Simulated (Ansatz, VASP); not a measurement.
**B2N2O in VASP and in Ansatz**

Contents of POSCAR:

```
B2N2O
1.0
    3.9112340000      2.4206930000      0.0000000000
    3.9112340000     -2.4206930000      0.0000000000
    0.0000000000      0.0000000000     -4.2770140000
B N O
4 4 2
Direct
    0.3272000000      0.0254000000      0.7102000000
    0.6728000000      0.9746000000      0.2102000000
    0.9746000000      0.6728000000      0.7102000000
    0.0254000000      0.3272000000      0.2102000000
    0.3390000000      0.0970000000      0.3580000000
    0.6610000000      0.9030000000      0.8580000000
    0.9030000000      0.6610000000      0.3580000000
    0.0970000000      0.3390000000      0.8580000000
    0.2140000000      0.7860000000      0.7700000000
    0.7860000000      0.2140000000      0.2700000000
```

File INCAR.step1:

```
SYSTEM = B2N2O
ALGO = Normal
EDIFF = 1E-4
ENCUT = 520
GGA = PE
ISMEAR = -1
LASPH = .TRUE.
LCHARG = .FALSE.
LREAL = .FALSE.
LWAVE = .TRUE.
NBANDS = 33
NELM = 60
PREC = Accurate
SIGMA = 0.1258
```

INCAR.step2

```
SYSTEM = B2N2O
ALGO = Normal
EDIFF = 1E-6
ENCUT = 520
ISIF = 2
ISMEAR = -1
ISTART = 1
LASPH = .TRUE.
LCHARG = .FALSE.
LMIXTAU = .TRUE.
LREAL = .FALSE.
LWAVE = .FALSE.
METAGGA = R2SCAN
NBANDS = 33
NELM = 60
PREC = Accurate
SIGMA = 0.1258
```

KPOINTS

```
k-points
0
G
  5 5 4
  0 0 0
```

Input for Ansatz:

```yaml
crystal:
  lattice:
    - [3.911234, 2.420693, 0.0]
    - [3.911234, -2.420693, 0.0]
    - [0.0, 0.0, -4.277014]
  atoms:
    - { symbol: B, position: [0.3272, 0.0254, 0.7102] }
    - { symbol: B, position: [0.6728, 0.9746, 0.2102] }
    - { symbol: B, position: [0.9746, 0.6728, 0.7102] }
    - { symbol: B, position: [0.0254, 0.3272, 0.2102] }
    - { symbol: "N", position: [0.339, 0.097, 0.358] }
    - { symbol: "N", position: [0.661, 0.903, 0.858] }
    - { symbol: "N", position: [0.903, 0.661, 0.358] }
    - { symbol: "N", position: [0.097, 0.339, 0.858] }
    - { symbol: O, position: [0.214, 0.786, 0.77] }
    - { symbol: O, position: [0.786, 0.214, 0.27] }
  symmetry: { tolerance: 0.0003 }
kpoints:
  mp_grid: { grid: [5, 5, 4], shift: [0, 0, 0] }
magnetization:
  spin_polarized: false
scf:
  occupations: { method: fermi_dirac, width: 0.1258 }
hamiltonian:
  pseudopotentials: { kind: paw }
  xc: r2scan
basis:
  ecutwfc: 500
output:
  forces: true
  stress: true
  eigenvalues: true
```

Alike in both runs: task single point; functional r2SCAN; k mesh 5 × 5 × 4; occupations fermi-dirac, width 0.1258 eV; no spin polarisation.

|  | VASP | Ansatz |
| --- | --- | --- |
| version | VASP 6.6.1 | Ansatz 0.2.0 |
| potentials or method | VASP PAW PBE potentials, release 64 (B, N, O), cutoff 520 eV | PAW plane waves |
| valence electrons in the cell | 44 | 44 |

|  | VASP | Ansatz | Ansatz less VASP |
| --- | --- | --- | --- |
| gap on the k mesh at the Fermi level (eV) | none | none | - |
| pressure (GPa) | 4.0 | 3.3 | -0.68 |
| traceless stress, the component that is largest in VASP (GPa) | 2.68 | 2.85 | +0.171 |
| rms of the force components (eV/Å) | 0.655 | 0.658 | +0.0031 |

VASP's potentials were made for PBE, not for r2SCAN. Atom by atom the forces differ by 0.023 eV/Å (rms over components). A gap of «none» marks a metal or a gap that the smearing closes. The functional is the same, so the differences come from potentials, cutoffs and numerics.

The k mesh is coarse, so the values compare programs but aren't converged.
